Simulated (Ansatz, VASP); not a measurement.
One calculation of W, two programs

INCAR

```
PREC = Accurate
ENCUT = 520
EDIFF = 1E-6
ISMEAR = 0
SIGMA = 0.15
LREAL = F
LASPH = T
NELM = 100
ALGO = Fast
ISIF = 2
LWAVE = F
LCHARG = T
GGA = PE
LELF = T
LVHAR = T
NBANDS = 13
```

Contents of KPOINTS:

```
Automatic mesh
0
Gamma
  24 24 24
```

POSCAR

```
W
1.0
   -1.5715325909      1.5715325909      1.6501092204
    1.5715325909     -1.5715325909      1.6501092204
    1.5715325909      1.5715325909     -1.6501092204
W
1
Direct
    0.0000000000      0.0000000000      0.0000000000
```

Input for Ansatz:

```yaml
crystal:
  lattice:
    - [-1.5715325909, 1.5715325909, 1.6501092204]
    - [1.5715325909, -1.5715325909, 1.6501092204]
    - [1.5715325909, 1.5715325909, -1.6501092204]
  atoms:
    - { symbol: W, position: [0.0, 0.0, 0.0] }
basis:
  ecutwfc: 420
kpoints:
  mp_grid: { grid: [24, 24, 24] }
hamiltonian:
  xc: pbe
scf:
  occupations: { method: gaussian, width: 0.15 }
output:
  forces: true
  stress: true
  eigenvalues: true
```

Alike in both runs: task single point; functional PBE; k mesh 24 × 24 × 24; occupations gaussian, width 0.15 eV; no spin polarisation.

|  | VASP | Ansatz |
| --- | --- | --- |
| version | VASP 6.6.1 | Ansatz 0.2.0 |
| potentials or method | VASP PAW PBE potentials, release 64 (W_sv), cutoff 520 eV | scalar-relativistic, plane waves, PAW |
| valence electrons in the cell | 14 | 14 |

```tsv
	VASP	Ansatz	Ansatz less VASP
gap on the k mesh at the Fermi level (eV)	none	none	-
pressure (GPa)	-2.3	-2.7	-0.42
traceless stress, the component that is largest in VASP (GPa)	-9.49	-9.51	-0.014
```

A gap of «none» marks a metal or a gap that the smearing closes.

Neither program's run includes spin-orbit coupling.
